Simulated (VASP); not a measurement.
Wanted: the native input for a VASP 6.6.1 run.

* Task: relaxation of cell and atoms
* Functional: PBEsol
* Potentials or basis: VASP PAW PBE potentials, release 64 (Cd, Te)
* Cutoff: 500 eV
* k mesh: 8 × 8 × 8
* Occupations: gaussian, width 0.01 eV
* Spin: no spin polarisation
* Target pressure: 16 GPa
* Dipole correction: no
* Further INCAR settings: ALGO = Normal; EDIFF = 1e-07; IBRION = 2; EDIFFG = -0.001; NSW = 80; ISIF = 3

The structure of CdTe lies in POSCAR:

```
CdTe
1.0
    0.0000000000      3.2446715256      3.2446715256
    3.2446715256      0.0000000000      3.2446715256
    3.2446715256      3.2446715256      0.0000000000
Cd Te
1 1
Direct
    0.0000000000      0.0000000000      0.0000000000
    0.7500000000      0.7500000000      0.7500000000
```

These files were run (other wordings do the same):

INCAR

```
PREC = Accurate ; ENCUT = 500
EDIFF = 1E-7 ; ISMEAR = 0
SIGMA = 0.01 ; LREAL = F
LASPH = T ; NELM = 120
ALGO = Normal ; ISIF = 3
LWAVE = F ; LCHARG = F
GGA = PS ; IBRION = 2
NSW = 80 ; EDIFFG = -0.001
PSTRESS = 160.0 ; GGA_COMPAT = F
NELMIN = 4
```

KPOINTS

```
regular mesh
0
Gamma
  8 8 8
```

Potentials or basis: VASP PAW PBE potentials, release 64 (Cd, Te).

Launch:

```bash
$ cat potpaw_PBE.64/Cd/POTCAR potpaw_PBE.64/Te/POTCAR > POTCAR
$ mpirun -np 1 vasp_std > vasp.out
```

Results of the run:

| Property | Result |
| --- | --- |
| Relaxed volume | 27.35 Å³/atom |
| Relaxed cell | a = 4.261 Å, b = 4.261 Å, c = 4.261 Å, α = 60.00°, β = 60.00°, γ = 60.00° |
| Space group after relaxing (to 0.1 Å) | F-43m (No. 216) |
| Energy change on relaxing (the run minimises the enthalpy) | +278.8 meV/atom |
| Ionic steps | 5 |
| Pressure after relaxing | 16.0 GPa |
| Band gap on the k mesh | 1.33 eV |

Caveat: the cell is relaxed towards a set pressure, so the run minimises the enthalpy, not the energy; the volume moved by over 15 % at a fixed basis, so the end points are rough; the PAW data sets were made with another functional, which shifts forces and pressure a little; spin-orbit coupling is left out, which moves the levels of the heavy elements.

Run time: 45 s on 1 thread of Intel(R) Xeon(R) 6975P-C (Granite Rapids), with other jobs on the host, peak memory 0.23 GiB.
